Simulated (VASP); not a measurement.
Set up this calculation in VASP 6.6.1, as the native input.

```
Task                   : single point
Functional             : PBE
Potentials or basis    : VASP PAW PBE potentials, release 64 (Si, Ge_d, N)
Cutoff                 : 520 eV
k mesh                 : 4 × 8 × 4
Occupations            : fermi-dirac, width 0.02 eV
Spin                   : no spin polarisation
Dipole correction      : no
Further INCAR settings : ALGO = Normal; EDIFF = 1e-06; NBANDS = 60
```

The structure of Si3Ge3N8 lies in POSCAR:

```
Si3Ge3N8
1.0
    7.8346660087      0.0000000000     -0.0158661128
    0.0000000000      2.9924985948      0.0000000000
   -3.9310754419      0.0000000000      6.7789435678
Si Ge N
3 3 8
Direct
    0.5943617098      0.5000000000      0.8294587466
    0.8272751922      0.0000000000      0.2297734864
    0.2291583778      0.5000000000      0.4067722915
    0.7652077216      0.0000000000      0.5953434930
    0.1759837114      0.5000000000      0.7624093264
    0.4044069793      0.0000000000      0.1763548815
    0.3417831691      0.5000000000      0.6632128064
    0.6730836965      0.0000000000      0.3300715627
    0.6992418834      0.5000000000      0.6809264420
    0.6683606389      0.0000000000      0.9707313222
    0.0291941515      0.0000000000      0.6911784236
    0.9692925532      0.5000000000      0.2969987481
    0.2953841051      0.0000000000      0.3377524294
    0.3272661102      0.5000000000      0.0290160403
```

One way to write it, as run:

INCAR

```
SYSTEM = Si3Ge3N8
PREC = Accurate
ENCUT = 520
EDIFF = 1E-6
ISMEAR = -1
SIGMA = 0.02
LREAL = .FALSE.
LASPH = .TRUE.
NELM = 80
ALGO = Normal
ISIF = 2
LWAVE = .FALSE.
LCHARG = .TRUE.
GGA = PE
LELF = .TRUE.
LVHAR = .TRUE.
NBANDS = 60
```

KPOINTS

```
regular mesh
0
G
  4 8 4
  0 0 0
```

Potentials or basis: VASP PAW PBE potentials, release 64 (Si, Ge_d, N).

Command:

```sh
$ cat potpaw_PBE.64/Si/POTCAR potpaw_PBE.64/Ge_d/POTCAR potpaw_PBE.64/N/POTCAR > POTCAR
$ mpirun -np 1 vasp_std > vasp.out
```

Results of the run:

```
Pressure               : 5.6 GPa
Largest force          : 0.125 eV/Å
Band gap on the k mesh : 3.40 eV (least direct gap 3.45 eV)
```

Caveat: the cell stands under pressure.

Run time: 11 min on 1 thread of Intel Xeon 8259CL, with other jobs on the host, peak memory 0.47 GiB.
